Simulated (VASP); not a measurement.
Set up this calculation in VASP 6.6.1, as the native input.

| Property | Result |
| --- | --- |
| Task | relaxation of cell and atoms |
| Functional | PBE |
| Potentials or basis | VASP PAW PBE potentials, release 64 (Ga_d, As, N) |
| Cutoff | 600 eV |
| k mesh | 12 × 12 × 4 |
| Occupations | gaussian, width 0.1 eV |
| Spin | no spin polarisation |
| Dipole correction | no |
| Further INCAR settings | ALGO = Normal; EDIFF = 1e-07; IBRION = 2; EDIFFG = -0.01; NSW = 100; ISIF = 3 |

The structure of Ga3AsN2 lies in POSCAR:

```
Ga3AsN2
1.0
    3.1962436392      0.0000000000      0.0000000000
   -1.5981218196      2.7680281883      0.0000000000
    0.0000000000      0.0000000000      8.8190627784
Ga As N
3 1 2
Direct
    0.6666666667      0.3333333333      0.7735834753
    0.0000000000      0.0000000000      0.5000000000
    0.3333333333      0.6666666667      0.2264165247
    0.0000000000      0.0000000000      0.0000000000
    0.3333333333      0.6666666667      0.6464019569
    0.6666666667      0.3333333333      0.3535980431
```

These files were run (other wordings do the same):

INCAR

```
SYSTEM = Ga3AsN2
PREC = Accurate ; ENCUT = 600
EDIFF = 1E-7 ; ISMEAR = 0
SIGMA = 0.1 ; LREAL = .FALSE.
LASPH = .TRUE. ; NELM = 100
ALGO = Normal ; ISIF = 3
LWAVE = .FALSE. ; LCHARG = .FALSE.
GGA = PE ; IBRION = 2
NSW = 100 ; EDIFFG = -0.01
```

KPOINTS

```
Automatic mesh
0
G
  12 12 4
  0 0 0
```

Potentials or basis: VASP PAW PBE potentials, release 64 (Ga_d, As, N).

Run with:

```sh
$ cat potpaw_PBE.64/Ga_d/POTCAR potpaw_PBE.64/As/POTCAR potpaw_PBE.64/N/POTCAR > POTCAR
$ mpirun -np 1 vasp_std > vasp.out
```

It gave:

```json
{"Relaxed volume": "12.99 Å³/atom", "Relaxed cell": "a = 3.188 Å, b = 3.188 Å, c = 8.854 Å, α = 90.00°, β = 90.00°, γ = 120.00°", "Space group after relaxing (to 0.05 Å)": "P-3m1 (No. 164)", "Energy gained by relaxing": "0.7 meV/atom", "Ionic steps": "9", "Pressure after relaxing": "0.0 GPa", "Largest force after relaxing": "0.010 eV/Å", "Band gap on the k mesh": "zero (band 27 reaches 9.30 eV, above the bottom of band 28 at 6.61 eV)"}
```

Run time: 23 min on 1 thread of Oxide Virtual Turin-like Processor, with other jobs on the host, peak memory 0.33 GiB.
